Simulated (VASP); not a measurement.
# ZnInO (P-6m2) in VASP: notebook, part 2 of 2

VASP 6.6.1. The steps go on from the part before.

## 3. Single point, PBE, collinear spin, ferromagnetic start

INCAR reads:

```
SYSTEM = ZnInO
  ALGO = Normal
  EDIFF = 1E-6
  ENCUT = 600
  GGA = PE
  GGA_COMPAT = .False.
  ISIF = 2
  ISMEAR = 0
  ISPIN = 2
  LASPH = .True.
  LCHARG = .False.
  LORBIT = 11
  LREAL = .False.
  LWAVE = .False.
  MAGMOM = 0 0 1
  NBANDS = 26
  NELM = 200
  PREC = Accurate
  SIGMA = 0.1
```

KPOINTS reads:

```
k-points
0
Gamma
  6 6 6
  0 0 0
```

POSCAR reads:

```
ZnInO
1.0
    4.0129199700      0.0000000000      0.0000000000
   -2.0064599800      3.4752906400      0.0000000000
    0.0000000000      0.0000000000      3.5416945700
Zn In O
1 1 1
Direct
    0.6666666700      0.3333333300      0.5000000000
    0.0000000000      0.0000000000      0.5000000000
    0.3333333300      0.6666666700      0.0000000000
```

Potentials or basis: VASP PAW PBE potentials, release 64 (Zn, In_d, O).

Launch:

```bash
$ cat potpaw_PBE.64/Zn/POTCAR potpaw_PBE.64/In_d/POTCAR potpaw_PBE.64/O/POTCAR > POTCAR
$ mpirun -np 1 vasp_std > vasp.out
```

OUTCAR:

```text
SYSTEM = ZnInO
   EDIFF = 1E-6
   ENCUT = 600
   GGA = PE
   ISIF = 2
   ISMEAR = 0
   ISPIN = 2
   LASPH = .True.
   LORBIT = 11
   LREAL = .False.
   NELM = 200
   PREC = Accurate

 ion  position               nearest neighbor table
   1  0.667  0.333  0.500-   2 2.32   2 2.32   2 2.32
   2  0.000  0.000  0.500-   1 2.32   1 2.32   1 2.32   3 2.92   3 2.92   3 2.92   3 2.92   3 2.92
                             3 2.92
   3  0.333  0.667  0.000-   2 2.92   2 2.92   2 2.92   2 2.92   2 2.92   2 2.92

  LATTYP: Found a hexagonal cell.
 ALAT       =     4.0129199700
 C/A-ratio  =     0.8825729385

  Lattice vectors:

 A1 = (   4.0129199700,   0.0000000000,   0.0000000000)
 A2 = (  -2.0064599800,   3.4752906400,   0.0000000000)
 A3 = (   0.0000000000,   0.0000000000,   3.5416945700)

Analysis of symmetry for initial positions (statically):
=====================================================================
 Subroutine PRICEL returns:
 Original cell was already a primitive cell.

 Routine SETGRP: Setting up the symmetry group for a
 hexagonal supercell.

 Subroutine GETGRP returns: Found 12 space group operations
 (whereof 12 operations were pure point group operations)
 out of a pool of 24 trial point group operations.

The static configuration has the point symmetry D_3h.

Analysis of symmetry for dynamics (positions and initial velocities):
=====================================================================
 Subroutine PRICEL returns:
 Original cell was already a primitive cell.

 Routine SETGRP: Setting up the symmetry group for a
 hexagonal supercell.

 Subroutine GETGRP returns: Found 12 space group operations
 (whereof 12 operations were pure point group operations)
 out of a pool of 24 trial point group operations.

The dynamic configuration has the point symmetry D_3h.

Analysis of structural, dynamic, and magnetic symmetry:
=====================================================================
 Subroutine PRICEL returns:
 Original cell was already a primitive cell.

 Routine SETGRP: Setting up the symmetry group for a
 hexagonal supercell.

 Subroutine GETGRP returns: Found 12 space group operations
 (whereof 12 operations were pure point group operations)
 out of a pool of 24 trial point group operations.

The overall configuration has the point symmetry D_3h.

 Subroutine INISYM returns: Found 12 space group operations
 (whereof 12 operations are pure point group operations),
 and found     1 'primitive' translations

----------------------------------------------------------------------------------------

                                     Primitive cell

  volume of cell :      49.3927

  direct lattice vectors                    reciprocal lattice vectors
     4.012919970  0.000000000  0.000000000     0.249195102  0.143872859  0.000000000
    -2.006459980  3.475290640  0.000000000     0.000000000  0.287745718  0.000000000
     0.000000000  0.000000000  3.541694570     0.000000000  0.000000000  0.282350717

  length of vectors
     4.012919970  4.012919970  3.541694570     0.287745718  0.287745718  0.282350717

  position of ions in fractional coordinates (direct lattice)
     0.666666670  0.333333330  0.500000000
     0.000000000  0.000000000  0.500000000
     0.333333330  0.666666670  0.000000000

  ion indices of the primitive-cell ions
   primitive index   ion index
                 1           1
                 2           2
                 3           3

[... 65 lines left out ...]
   ISPIN  =      2    spin polarized calculation?
   LNONCOLLINEAR =      F non collinear calculations
   LSORBIT =      F    spin-orbit coupling
   LASPH  =      T    aspherical Exc in radial PAW
   ENCUT  =  600.0 eV  44.10 Ry    6.64 a.u.   8.01  8.01  7.07*2*pi/ulx,y,z
   NELM   =    200;   NELMIN=  2; NELMDL= -5     # of ELM steps
   EDIFF  = 0.1E-05   stopping-criterion for ELM
   LREAL  =      F    real-space projection
   EDIFFG = 0.1E-04   stopping-criterion for IOM
   NSW    =      0    number of steps for IOM
   IBRION =     -1    ionic relax: 0-MD 1-quasi-New 2-CG
   NFREE  =      0    steps in history (QN), initial steepest desc. (CG)
   ISIF   =      2    stress and relaxation
   ISYM   =      2    0-nonsym 1-usesym 2-fastsym
   POTIM  = 0.5000    time-step for ionic-motion
   TEBEG  =    0.0;   TEEND  =   0.0 temperature during run
   PSTRESS=    0.0 pullay stress
   NELECT =      31.0000    total number of electrons
   NUPDOWN=      -1.0000    fix difference up-down
   EMIN   =  10.00;   EMAX   =-10.00  energy-range for DOS
   EFERMI =   0.00;   METHOD = LEGACY
   ISMEAR =     0;   SIGMA  =   0.10  broadening in eV -4-tet -1-fermi 0-gaus
   EFERMI_NEDOS =   21; number of points for ismear=-14 and -15
   IALGO  =     38    algorithm
   IMIX   =      4    mixing-type and parameters
     AMIX     =   0.40;   BMIX     =  1.00
     AMIX_MAG =   1.60;   BMIX_MAG =  1.00
  volume/ion in A,a.u.               =      16.46       111.11
  Fermi-wavevector in a.u.,A,eV,Ry     =   1.401655  2.648744 26.730508  1.964637
  Thomas-Fermi vector in A             =   2.524495
   LORBIT       =     11    0 simple, 1 ext, 2 COOP (PROOUT), +10 PAW based schemes
   GGA     = PE    functional components
   LHFCALC =     F    Hartree Fock is set to
   AEXX    =    0.0000 exact exchange contribution
   IVDW    =     0    specifies the selected vdW correction
   LEPSILON=     F    determine dielectric tensor
   LRPA    =     F    only Hartree local field effects (RPA)
 spin polarized calculation
 Gauss-broadening in eV      SIGMA  =   0.10
  energy-cutoff  :      600.00
  volume of cell :       49.39
 maximum number of plane-waves:      1659
   NGX = 17   NGY = 17   NGZ = 15

 number of electron      31.0000002 magnetization      -0.0004282

 number of electron      31.0000002 magnetization       0.0000006

 Free energy of the ion-electron system (eV)
  ---------------------------------------------------
  ext. energy  EPLUGINS =         0.00000000
  ---------------------------------------------------
  free energy    TOTEN  =        -6.92592663 eV

  energy without entropy =       -6.92231942  energy(sigma->0) =       -6.92412303

 E-fermi :   4.6303     XC(G=0): -10.6892

 val. band max:        4.5276984039   @ k =   0.3333  -0.0000   0.1667
 cond. band min:       4.6692509059   @ k =   0.3333   0.3333   0.0000
 fundamental gap:      0.1415525020
 Fermi energy:         4.6303372207

 spin component 1

 k-point     1 :       0.0000    0.0000    0.0000
  band No.  band energies     occupation
      1     -11.8941      1.00000
      2     -10.2350      1.00000
      3     -10.2350      1.00000
      4     -10.2335      1.00000
      5      -9.9460      1.00000
      6      -9.9460      1.00000
[... 685 lines left out ...]
     25      21.8703      0.00000
     26      22.2456      0.00000

 [... further k-points ...]

 spin component 2

 k-point     1 :       0.0000    0.0000    0.0000
  band No.  band energies     occupation
      1     -11.8941      1.00000
      2     -10.2350      1.00000
      3     -10.2350      1.00000
      4     -10.2335      1.00000
      5      -9.9460      1.00000
      6      -9.9460      1.00000
[... 685 lines left out ...]
     25      21.8703      0.00000
     26      22.2459      0.00000

 [... further k-points ...]
[... 5 lines left out ...]
  --------------------------------------------------------------------------------------
  -------------------------------------------------------------------------------------
  Total        7.3474211      7.3474211     -1.4371472      0.0000000      0.0000000      0.0000000
  in kB      238.3322316    238.3322320    -46.6175145      0.0000003      0.0000000      0.0000000
  external PRESSURE =     143.3489830 kB  Pullay stress =       0.0000000 kB

 VOLUME and BASIS-vectors are now :
 -----------------------------------------------------------------------------
  energy-cutoff  :      600.00
  volume of cell :       49.39
      direct lattice vectors                 reciprocal lattice vectors
     4.012919970  0.000000000  0.000000000     0.249195102  0.143872859  0.000000000
    -2.006459980  3.475290640  0.000000000     0.000000000  0.287745718  0.000000000
     0.000000000  0.000000000  3.541694570     0.000000000  0.000000000  0.282350717

 POSITION                                       TOTAL-FORCE (eV/Angst)
 -----------------------------------------------------------------------------------
      2.00646      1.15843      1.77085        -0.000000      0.000000      0.000000
      0.00000      0.00000      1.77085         0.000000     -0.000000      0.000000
     -0.00000      2.31686      0.00000         0.000000      0.000000      0.000000
 -----------------------------------------------------------------------------------
    total drift:                                0.000023     -0.000013     -0.000000

  FREE ENERGIE OF THE ION-ELECTRON SYSTEM (eV)
  ---------------------------------------------------
  free  energy   TOTEN  =        -6.9259266348 eV

  energy  without entropy=       -6.9223194218  energy(sigma->0) =       -6.92412303

 total charge

# of ion       s       p       d       tot
------------------------------------------
    1        0.783   0.379   9.764  10.926
    2        1.053   0.604   9.894  11.550
    3        1.597   3.170   0.000   4.767
--------------------------------------------------
tot          3.434   4.152  19.657  27.244

 magnetization (x)

# of ion       s       p       d       tot
------------------------------------------
    1        0.000   0.000  -0.000   0.000
    2       -0.000   0.000  -0.000  -0.000
    3        0.000   0.000   0.000   0.000
--------------------------------------------------
tot          0.000   0.000  -0.000   0.000
```

OSZICAR:

```text
N       E                     dE             d eps       ncg     rms          rms(c)
DAV:   1     0.277153651890E+03    0.27715E+03   -0.16041E+04  2936   0.190E+03
DAV:   2     0.203803289717E+02   -0.25677E+03   -0.23583E+03  2984   0.405E+02
DAV:   3    -0.845371995943E+01   -0.28834E+02   -0.28009E+02  3224   0.131E+02
DAV:   4    -0.924677372128E+01   -0.79305E+00   -0.79137E+00  3414   0.220E+01
DAV:   5    -0.926724432630E+01   -0.20471E-01   -0.20467E-01  4106   0.352E+00    0.114E+01
DAV:   6    -0.826669140347E+01    0.10006E+01   -0.15207E+01  4724   0.536E+01    0.109E+01
DAV:   7    -0.699587491014E+01    0.12708E+01   -0.37464E+00  4312   0.192E+01    0.273E+00
DAV:   8    -0.693436170002E+01    0.61513E-01   -0.49190E-01  3310   0.447E+00    0.117E+00
DAV:   9    -0.692615518791E+01    0.82065E-02   -0.32830E-02  3882   0.123E+00    0.519E-01
DAV:  10    -0.692569323731E+01    0.46195E-03   -0.36189E-03  4098   0.552E-01    0.279E-01
DAV:  11    -0.692598305547E+01   -0.28982E-03   -0.62029E-04  3440   0.215E-01    0.106E-01
DAV:  12    -0.692591702870E+01    0.66027E-04   -0.25667E-04  4186   0.149E-01    0.236E-02
DAV:  13    -0.692592803560E+01   -0.11007E-04   -0.29459E-05  3672   0.470E-02    0.141E-02
DAV:  14    -0.692592669629E+01    0.13393E-05   -0.45782E-06  2994   0.150E-02    0.630E-03
DAV:  15    -0.692592663484E+01    0.61448E-07   -0.77509E-07  2094   0.573E-03
   1 F= -.69259266E+01 E0= -.69241230E+01  d E =-.360721E-02  mag=     0.0000
```

stdout:

```text
POSCAR found type information on POSCAR ZnInO
 POSCAR found :  3 types and       3 ions
 scaLAPACK will be used
 LDA part: xc-table for (Slater+PW92), standard interpolation
 POSCAR, INCAR and KPOINTS ok, starting setup
 FFT: planning ... GRIDC
 FFT: planning ... GRID_SOFT
 FFT: planning ... GRID
 WAVECAR not read
 entering main loop
```

Wall time 57 s (1 thread of Intel Xeon Platinum 8488C (Sapphire Rapids), shared host); peak memory 0.24 GiB.

Results:

| Property | Result |
| --- | --- |
| Free energy | -6.9259 eV |
| Pressure | 14.3 GPa |
| Net moment | 0.00 μB per cell |
| Valence electrons inside the program's atomic spheres | Zn 10.93; In 11.55; O 4.77 |

Stress tensor (GPa, compression positive):
```
23.83  0.00  0.00
 0.00 23.83  0.00
 0.00  0.00 -4.66
```

Caveat: the cell stands under pressure; spin-orbit coupling is left out, which moves the levels of the heavy elements.

## 4. Single point, PBE, collinear spin, ferromagnetic start

This run uses another cell than the first one, of 17.73 Å³/atom.

INCAR reads:

```
SYSTEM = ZnInO
PREC = Accurate
ENCUT = 600
EDIFF = 1E-6
ISMEAR = 0
SIGMA = 0.1
LREAL = .False.
LASPH = .True.
NELM = 200
ALGO = Normal
ISIF = 2
LWAVE = .False.
LCHARG = .False.
ISPIN = 2
MAGMOM = 0 0 1
LORBIT = 11
GGA = PE
NBANDS = 26
GGA_COMPAT = .False.
```

KPOINTS reads:

```
regular mesh
0
Gamma
  6 6 6
  0 0 0
```

POSCAR reads:

```
ZnInO
1.0
    4.3806688513      0.0000000000      0.0000000000
   -2.1903344256      3.7937705108      0.0000000000
    0.0000000000      0.0000000000      3.2009020644
Zn In O
1 1 1
Direct
    0.6666666667      0.3333333333      0.5000000000
    0.0000000000      0.0000000000      0.5000000000
    0.3333333333      0.6666666667      0.0000000000
```

Potentials or basis: VASP PAW PBE potentials, release 64 (Zn, In_d, O).

Launch:

```bash
$ cat potpaw_PBE.64/Zn/POTCAR potpaw_PBE.64/In_d/POTCAR potpaw_PBE.64/O/POTCAR > POTCAR
$ mpirun -np 1 vasp_std > vasp.out
```

OUTCAR:

```text
SYSTEM = ZnInO
   PREC = Accurate
   ENCUT = 600
   EDIFF = 1E-6
   ISMEAR = 0
   LREAL = .False.
   LASPH = .True.
   NELM = 200
   ISIF = 2
   ISPIN = 2
   LORBIT = 11
   GGA = PE

 ion  position               nearest neighbor table
   1  0.667  0.333  0.500-   2 2.53   2 2.53   2 2.53
   2  0.000  0.000  0.500-   1 2.53   1 2.53   1 2.53   3 2.99   3 2.99   3 2.99   3 2.99   3 2.99
                             3 2.99
   3  0.333  0.667  0.000-   2 2.99   2 2.99   2 2.99   2 2.99   2 2.99   2 2.99

  LATTYP: Found a hexagonal cell.
 ALAT       =     4.3806688513
 C/A-ratio  =     0.7306879778
[... 1619 lines left out ...]
  energy-cutoff  :      600.00
  volume of cell :       53.20
      direct lattice vectors                 reciprocal lattice vectors
     4.380668851  0.000000000  0.000000000     0.228275643  0.131795004  0.000000000
    -2.190334426  3.793770511  0.000000000     0.000000000  0.263590008  0.000000000
     0.000000000  0.000000000  3.200902064     0.000000000  0.000000000  0.312411933

 POSITION                                       TOTAL-FORCE (eV/Angst)
 -----------------------------------------------------------------------------------
      2.19033      1.26459      1.60045         0.000000      0.000000      0.000000
      0.00000      0.00000      1.60045        -0.000000      0.000000      0.000000
     -0.00000      2.52918      0.00000         0.000000     -0.000000      0.000000
 -----------------------------------------------------------------------------------
    total drift:                                0.000003     -0.000001     -0.000000

  FREE ENERGIE OF THE ION-ELECTRON SYSTEM (eV)
  ---------------------------------------------------
  free  energy   TOTEN  =        -7.6051761851 eV

  energy  without entropy=       -7.6015318770  energy(sigma->0) =       -7.60335403

 total charge

# of ion       s       p       d       tot
------------------------------------------
    1        0.711   0.267   9.744  10.722
    2        1.011   0.484   9.869  11.364
    3        1.599   3.146   0.000   4.745
--------------------------------------------------
tot          3.321   3.897  19.613  26.831

 magnetization (x)

# of ion       s       p       d       tot
------------------------------------------
    1       -0.038   0.010  -0.002  -0.030
    2       -0.027   0.016  -0.002  -0.014
    3       -0.005  -0.366   0.000  -0.371
--------------------------------------------------
tot         -0.069  -0.341  -0.004  -0.415
```

OSZICAR:

```text
N       E                     dE             d eps       ncg     rms          rms(c)
DAV:   1     0.266946861848E+03    0.26695E+03   -0.15885E+04  2952   0.184E+03
DAV:   2     0.192479192005E+02   -0.24770E+03   -0.22615E+03  2962   0.394E+02
DAV:   3    -0.949184457322E+01   -0.28740E+02   -0.27750E+02  3316   0.128E+02
DAV:   4    -0.103169272192E+02   -0.82508E+00   -0.82337E+00  3466   0.220E+01
DAV:   5    -0.103377038924E+02   -0.20777E-01   -0.20773E-01  4028   0.352E+00    0.115E+01
DAV:   6    -0.953736453147E+01    0.80034E+00   -0.19366E+01  4584   0.568E+01    0.129E+01
DAV:   7    -0.770035910171E+01    0.18370E+01   -0.41450E+00  4232   0.181E+01    0.252E+00
DAV:   8    -0.761257818620E+01    0.87781E-01   -0.56727E-01  3168   0.425E+00    0.143E+00
DAV:   9    -0.759539538568E+01    0.17183E-01   -0.11731E-01  4102   0.207E+00    0.888E-01
DAV:  10    -0.760515601787E+01   -0.97606E-02   -0.36765E-02  3724   0.107E+00    0.384E-01
DAV:  11    -0.760515060428E+01    0.54136E-05   -0.48479E-03  3696   0.551E-01    0.139E-01
DAV:  12    -0.760518094856E+01   -0.30344E-04   -0.54026E-04  3852   0.161E-01    0.776E-02
DAV:  13    -0.760515341698E+01    0.27532E-04   -0.20365E-04  3670   0.860E-02    0.378E-02
DAV:  14    -0.760516912865E+01   -0.15712E-04   -0.19519E-05  3454   0.302E-02    0.192E-02
DAV:  15    -0.760517573231E+01   -0.66037E-05   -0.80666E-06  3508   0.149E-02    0.705E-03
DAV:  16    -0.760517618514E+01   -0.45283E-06   -0.27687E-06  2954   0.854E-03
   1 F= -.76051762E+01 E0= -.76033540E+01  d E =-.364431E-02  mag=    -0.4643
```

It took 67 s on 1 thread of Intel Xeon Platinum 8488C (Sapphire Rapids), shared host; peak memory 0.27 GiB.

Results:

```yaml
Free_energy: -7.6052 eV
Pressure: 0.4 GPa
Net_moment: -0.46 μB per cell
Site_moments: Zn -0.03; In -0.01; O -0.37 μB
Valence_electrons_inside_the_program's_atomic_spheres: Zn 10.72; In 11.36; O 4.75
```

Levels at points of the mesh, in eV from the Fermi level:
Spin up:
```
           k point  band 12  band 13  band 14  band 15  band 16  band 17  band 18  band 19
(0.00, 0.00, 0.00)    -6.81    -1.42    -1.42    -0.48     1.89     1.89     2.71     7.43
(0.50, 0.00, 0.00)    -6.16    -3.63    -2.52    -0.29     0.56     2.87     4.85     8.34
(0.00, 0.00, 0.50)    -5.39    -1.38    -0.94    -0.94    -0.11     4.02     4.02     5.61
(0.50, 0.00, 0.50)    -3.52    -3.00    -2.70    -1.01     0.58     1.67     2.11     2.87
```
Spin down:
| k point | band 14 | band 15 | band 16 | band 17 | band 18 | band 19 |
| --- | --- | --- | --- | --- | --- | --- |
| (0.00, 0.00, 0.00) | -2.12 | -0.79 | 1.90 | 1.90 | 2.68 | 7.40 |
| (0.50, 0.00, 0.00) | -3.00 | -0.61 | -0.21 | 2.49 | 4.83 | 8.34 |
| (0.00, 0.00, 0.50) | -1.72 | -1.40 | -0.38 | 4.01 | 4.01 | 5.56 |
| (0.50, 0.00, 0.50) | -3.04 | -1.77 | 0.42 | 1.53 | 2.11 | 2.53 |

Caveat: spin-orbit coupling is left out, which moves the levels of the heavy elements.

## 5. Summary

```tsv
task	spin	cell	gap on the mesh (eV)	pressure (GPa)	moment (μB)
relaxation of cell and atoms	off	relaxed from a = 4.013, b = 4.013, c = 3.542 Å, angles 90.0, 90.0, 120.0°, 3 atoms	none	-0.1	-
single point	collinear, ferromagnetic start	a = 4.013, b = 4.013, c = 3.542 Å, angles 90.0, 90.0, 120.0°, 3 atoms	none	14.3	0.00
single point	collinear, ferromagnetic start	a = 4.381, b = 4.381, c = 3.201 Å, angles 90.0, 90.0, 120.0°, 3 atoms	none	0.4	0.46
```

Alike in all rows: level PBE; potentials or basis VASP PAW PBE potentials, release 64 (Zn, In_d, O); k mesh 6 × 6 × 6; cutoff (eV) 600; smearing gaussian 0.1 eV.

Caveats: spin-orbit coupling is left out, which moves the levels of the heavy elements; an odd number of electrons without spin polarisation forces a metal (at least some runs); a magnetic or distorted state may lie lower (at least some runs); the cell stands under pressure (at least some runs).

Total energies depend on the potentials used, so only differences within one code and one set of settings carry meaning.
